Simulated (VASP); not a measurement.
Here is a VASP 6.6.1 calculation.

Contents of INCAR:

```
SYSTEM = BaTiO3
PREC = Accurate
ENCUT = 520
EDIFF = 1E-6
ISMEAR = 0
SIGMA = 0.05
LREAL = .False.
LASPH = .True.
NELM = 80
ALGO = Normal
ISIF = 2
LWAVE = .False.
LCHARG = .True.
GGA = PE
LELF = .True.
LVHAR = .True.
NBANDS = 28
```

Contents of KPOINTS:

```
Automatic mesh
0
Gamma
  8 8 8
  0 0 0
```

Contents of POSCAR:

```
BaTiO3
1.0
    4.0192501416      0.0000000000      0.0000000000
    0.0000000000      4.0192501416      0.0000000000
    0.0000000000      0.0000000000      4.0795388937
Ba Ti O
1 1 3
Direct
    0.5000000000      0.5000000000      0.5000000000
    0.0000000000      0.0000000000      0.0000000000
    0.5000000000      0.0000000000      0.0000000000
    0.0000000000      0.5000000000      0.0000000000
    0.0000000000      0.0000000000      0.5000000000
```

Potentials or basis: VASP PAW PBE potentials, release 64 (Ba_sv, Ti_sv, O).

Command:

```console
$ cat potpaw_PBE.64/Ba_sv/POTCAR potpaw_PBE.64/Ti_sv/POTCAR potpaw_PBE.64/O/POTCAR > POTCAR
$ mpirun -np 1 vasp_std > vasp.out
```

Problem. Predict the pressure.

Solution. -0.7 GPa.

Problem. Estimate the band gap on the k mesh.

Solution. 1.66 eV, indirect (least direct gap 1.85 eV).

Stress tensor (GPa, compression positive):
```
 0.15  0.00  0.00
 0.00  0.15  0.00
 0.00  0.00 -2.37
```

Caveat: the cell differs from its parent crystal (strain +0.0150 x Voigt [0, 0, 1, 0, 0, 0]); spin-orbit coupling is left out, which moves the levels of the heavy elements. A k mesh can miss the band edges.
